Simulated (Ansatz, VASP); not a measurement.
## Rh: VASP beside Ansatz

```xyz
1
Lattice="0.0000 1.9016 1.8635 1.9016 0.0000 1.8635 1.9016 1.9016 0.0000" Properties=species:S:1:pos:R:3 pbc="T T T"
Rh    0.0000    0.0000    0.0000
```

Change from the starting cell: zz strain of -2 %, crystal datasets.

Alike in both runs: task electric field gradients; functional PBEsol; k mesh 16 × 16 × 16; occupations fermi-dirac, width 0.08 eV; no spin polarisation.

```csv
,VASP,Ansatz
version,VASP 6.6.1,Ansatz 0.2.0
potentials or method,"VASP PAW PBE potentials, release 64 (Rh_pv), cutoff 400 eV","all-electron PAW with datasets made for the crystal, scalar-relativistic"
```

```csv
,VASP,Ansatz,Ansatz less VASP
pressure (GPa),-0.4,0.9,+1.27
"traceless stress, the component that is largest in VASP (GPa)",3.41,3.42,+0.010
size of Vzz on the site where it differs most (V/Å²),2.0,2.4,+0.40
```

VASP's potentials were made for PBE, not for PBEsol. Ansatz ran all-electron here, and VASP with PAW potentials.
